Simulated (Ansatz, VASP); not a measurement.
**LuTl2S4Br: VASP beside Ansatz**

```
Lu Tl S Br
1.0
     4.24967    0.00000    0.00000
     0.00000    4.24967    0.00000
     0.00000    0.00000   10.09086
Lu Tl S Br
1 2 4 1
Direct
  0.00000 0.00000 0.00000
  0.50000 0.50000 0.72930
  0.50000 0.50000 0.27070
  0.50000 0.00000 0.85400
  0.00000 0.50000 0.85400
  0.50000 0.00000 0.14600
  0.00000 0.50000 0.14600
  0.00000 0.00000 0.50000
```

Alike in both runs: task single point; functional PBE; k mesh 4 × 4 × 2; occupations fermi-dirac, width 0.0506 eV; no spin polarisation.

|  | VASP | Ansatz |
| --- | --- | --- |
| version | VASP 6.6.1 | Ansatz 0.2.0 |
| potentials or method | VASP PAW PBE potentials, release 64 (Lu, Tl_d, S, Br), cutoff 520 eV | PAW plane waves |
| valence electrons in the cell | 82 | 82 |

VASP gave:

```
gap on the k mesh at the Fermi level (eV)                     : none
pressure (GPa)                                                : 19.6
traceless stress, the component that is largest in VASP (GPa) : -6.66
rms of the force components (eV/Å)                            : 1.056
```

Question: What did Ansatz give for the same quantities?

Answer: gap on the k mesh at the Fermi level (eV): none; pressure (GPa): 19.6; traceless stress, the component that is largest in VASP (GPa): -6.69; rms of the force components (eV/Å): 1.061.

Atom by atom the forces differ by 0.014 eV/Å (rms over components). A gap of «none» marks a metal or a gap that the smearing closes. The functional is the same, so the differences come from potentials, cutoffs and numerics.

The k mesh is coarse, so the values compare programs but aren't converged. Spin-orbit coupling is off throughout.
